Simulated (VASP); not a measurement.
## PbS: single point with PBE

PbS:

```
Pb S
1.0
     0.00000    2.96500    2.96500
     2.96500    0.00000    2.96500
     2.96500    2.96500    0.00000
Pb S
1 1
Direct
  0.00000 0.00000 0.00000
  0.50852 0.50852 0.50852
```

This cell differs from its parent crystal: all S atoms moved +0.087 Å, as atom 2 along Cartesian [1 1 1].

```json
{
 "Program": "VASP 6.6.1",
 "Task": "single point",
 "Functional": "PBE",
 "Potentials or basis": "VASP PAW PBE potentials, release 64 (Pb_d, S)",
 "Cutoff": "520 eV",
 "k mesh": "10 × 10 × 10",
 "Occupations": "gaussian, width 0.03 eV",
 "Spin": "no spin polarisation",
 "Dipole correction": "no",
 "Further INCAR settings": "ALGO = Normal; EDIFF = 1e-07; NBANDS = 17"
}
```

The pressure is 2.3 GPa and the largest force is 0.057 eV/Å. The band gap on the k mesh is 0.40 eV.

Forces on the atoms (eV/Å):
```
Pb   0.033  0.033  0.033
S   -0.033 -0.033 -0.033
```

Levels at points of the mesh, in eV from the valence-band top:
| k point | band 7 | band 8 | band 9 | band 10 | band 11 | band 12 | band 13 | band 14 |
| --- | --- | --- | --- | --- | --- | --- | --- | --- |
| (0.00, 0.00, 0.00) | -6.01 | -2.17 | -2.17 | -2.15 | 5.14 | 5.21 | 5.21 | 6.76 |
| (0.50, 0.00, 0.00) | -8.84 | -1.80 | -1.79 | 0.00 | 0.40 | 2.00 | 2.01 | 8.66 |
| (0.50, 0.50, 0.50) | -8.81 | -1.79 | -1.79 | -0.09 | 0.47 | 1.98 | 1.98 | 8.65 |
| (0.50, 0.50, 0.00) | -7.21 | -5.17 | -3.44 | -3.42 | 3.82 | 5.60 | 5.71 | 5.76 |

It took 100 s on 1 thread of Intel Xeon 8259CL (shared host), peak memory 0.24 GiB.

Caveat: the cell differs from its parent crystal (all S atoms moved +0.087 Å, as atom 2 along Cartesian [1 1 1]); spin-orbit coupling is left out, which moves the levels of the heavy elements. A k mesh can miss the band edges.
